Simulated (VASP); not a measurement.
Here is a VASP 6.6.1 calculation.

Contents of INCAR:

```
SYSTEM = Ti12H
PREC = Accurate ; ENCUT = 520
EDIFF = 1E-6 ; ISMEAR = -1
SIGMA = 0.05 ; LREAL = .FALSE.
LASPH = .TRUE. ; NELM = 80
ALGO = Normal ; ISIF = 2
LWAVE = .FALSE. ; LCHARG = .FALSE.
GGA = PE ; NBANDS = 84
```

KPOINTS

```
Automatic mesh
0
G
  2 2 2
  0 0 0
```

File POSCAR:

```
Ti12H
1.0
    5.9000000000      0.0000000000      0.0000000000
   -4.4250000000      7.6643250000      0.0000000000
    0.0000000000      0.0000000000      4.6846000000
Ti H
12 1
Direct
   -0.0357792980     -0.0040447137      0.0309951757
    0.1614053168      0.2264387275      0.4725696965
   -0.0153104541      0.3345239144      0.0035221791
    0.1373090769      0.5475759444      0.5182939845
   -0.0031284919      0.6694783950     -0.0425436537
    0.1686441093      0.8870057050      0.4752166674
    0.5055459866      0.0029878691      0.0189770738
    0.6748704335      0.2258385442      0.4843316398
    0.4927836504      0.3325928898     -0.0179737864
    0.6713845917      0.5614845404      0.4575417325
    0.4760845928      0.6540562933      0.0181659053
    0.6517316821      0.9097213388      0.4799769457
    0.8745020755      0.7955168916      0.7894590787
```

Potentials or basis: VASP PAW PBE potentials, release 64 (Ti_sv, H).

Command:

```bash
$ cat potpaw_PBE.64/Ti_sv/POTCAR potpaw_PBE.64/H/POTCAR > POTCAR
$ mpirun -np 1 vasp_std > vasp.out
```

(1) Estimate the pressure.

(2) Estimate the band gap on the k mesh.

## Answers

(1) 1.0 GPa.

(2) zero (an odd number of electrons rules out a gap without spin polarisation).

Caveat: the k points lie up to 0.67 Å⁻¹ apart, too coarse for converged energies and pressures of a metal; the atoms stand as in a frame of molecular dynamics.
